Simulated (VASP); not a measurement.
Here is a VASP 6.6.1 calculation.

Contents of INCAR:

```
ALGO = Normal
EDIFF = 1E-7
ENCUT = 520
GGA = PE
ISIF = 2
ISMEAR = 0
LASPH = True
LCHARG = False
LREAL = False
LWAVE = False
NBANDS = 43
NELM = 80
PREC = Accurate
SIGMA = 0.03
```

Contents of KPOINTS:

```
k-points
0
Gamma
  9 9 6
```

POSCAR

```
Si2W
1.0
    4.6392971011      0.0000000000      0.0000000000
   -2.3196485506      4.0177491452      0.0000000000
    0.0000000000      0.0000000000      6.5757397110
Si W
6 3
Direct
    0.8488551621      0.6977103243      0.5000000000
    0.1511448379      0.8488551621      0.8333333333
    0.6977103243      0.8488551621      0.1666666667
    0.1511448379      0.3022896757      0.5000000000
    0.8488551621      0.1511448379      0.8333333333
    0.3022896757      0.1511448379      0.1666666667
    0.0000000000      0.5000000000      0.1666666667
    0.5000000000      0.5000000000      0.8333333333
    0.5000000000      0.0000000000      0.5000000000
```

Potentials or basis: VASP PAW PBE potentials, release 64 (Si, W_sv).

Run with:

```sh
$ cat potpaw_PBE.64/Si/POTCAR potpaw_PBE.64/W_sv/POTCAR > POTCAR
$ mpirun -np 1 vasp_std > vasp.out
```

(1) Predict the largest force.

(2) Predict the band gap on the k mesh.

(3) What does it give for the pressure?

Answers

(1) 1.820 eV/Å.

(2) zero (bands 33 and 34 overlap by 0.23 eV).

(3) 1.3 GPa.

Caveat: spin-orbit coupling is left out, which moves the levels of the heavy elements; forces of over 1 eV/Å act on the atoms, so gaps and moduli don't describe the material at rest.
